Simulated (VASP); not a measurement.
The system is Ru.

```
CELL_PARAMETERS angstrom
2.71790 0.00000 0.00000
-1.35895 2.35377 0.00000
0.00000 0.00000 4.30111
ATOMIC_POSITIONS crystal
Ru 0.33333 0.66667 0.25000
Ru 0.66667 0.33333 0.75000
```

```yaml
Program: VASP 6.6.1
Task: relaxation of cell and atoms
Functional: r2SCAN
Potentials_or_basis: VASP PAW PBE potentials, release 64 (Ru_pv)
Cutoff: 600 eV
k_mesh: 12 × 12 × 6
Occupations: fermi-dirac, width 0.02 eV
Spin: no spin polarisation
```

At the start: pressure -5.1 GPa; volume 13.76 Å³/atom.

Task: Where does the relaxation end?

Result: Over 7 steps the energy falls by 3.5 meV/atom and the volume is 13.54 Å³/atom (-1.6 %); space group P6_3/mmc (No. 194, to 0.1 Å) before and after.

Step by step:
| step | energy change (eV) | largest force (eV/Å) | pressure (GPa) | volume (Å³) |
| --- | --- | --- | --- | --- |
| 1 | 0.0000 | 0.0000 | -5.10 | 27.52 |
| 2 | 0.0632 | 0.0000 | 18.42 | 25.81 |
| 3 | -0.0070 | 0.0000 | -0.11 | 27.10 |
| 4 | -0.0070 | 0.0000 | -0.04 | 27.09 |
| 5 | -0.0070 | 0.0000 | 0.06 | 27.08 |
| 6 | -0.0070 | 0.0000 | -0.11 | 27.10 |
| 7 | -0.0070 | 0.0000 | 0.02 | 27.09 |

Final structure:
```yaml
crystal:
  lattice:
    - [2.70398, 0.00000, 0.00000]
    - [-1.35199, 2.34171, 0.00000]
    - [0.00000, 0.00000, 4.27768]
  atoms:
    - { symbol: Ru, position: [0.33333, 0.66667, 0.25000] }
    - { symbol: Ru, position: [0.66667, 0.33333, 0.75000] }
```

Caveat: the PAW data sets were made with another functional, which shifts forces and pressure a little.
